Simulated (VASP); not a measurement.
MgO, 4 atoms in the cell. It takes space group P6_3/mmc (No. 194, hexagonal). Conventional cell: a = 2.958 Å, b = 2.958 Å, c = 5.157 Å, α = 90.00°, β = 90.00°, γ = 120.00°. Mg (site symmetry -3m) has 6 O at 2.14 Å and 2 Mg at 2.58 Å within 2.8 Å. O (site symmetry -6m2) has 6 Mg at 2.14 Å within 2.8 Å. 

* Program: VASP 6.6.1
* Task: relaxation of cell and atoms
* Functional: PBEsol
* Potentials or basis: VASP PAW PBE potentials, release 64 (Mg, O)
* Cutoff: 600 eV
* k mesh: 12 × 12 × 4
* Occupations: fermi-dirac, width 0.02 eV
* Spin: no spin polarisation
* Dipole correction: no
* Further INCAR settings: ALGO = Normal; EDIFF = 1e-06; IBRION = 2; EDIFFG = -0.005; NSW = 80; ISIF = 3

Potentials or basis: VASP PAW PBE potentials, release 64 (Mg, O).

Run with:

```bash
$ cat potpaw_PBE.64/Mg/POTCAR potpaw_PBE.64/O/POTCAR > POTCAR
$ mpirun -np 1 vasp_std > vasp.out
```

Hardware: 1 thread of Intel Xeon 8259CL (shared host).

Estimate the wall time of this run.

Run time: 92 s on 1 thread of Intel Xeon 8259CL, on a shared host, peak memory 0.19 GiB. Counts: scf iterations 32, k points 57, ion steps 5.
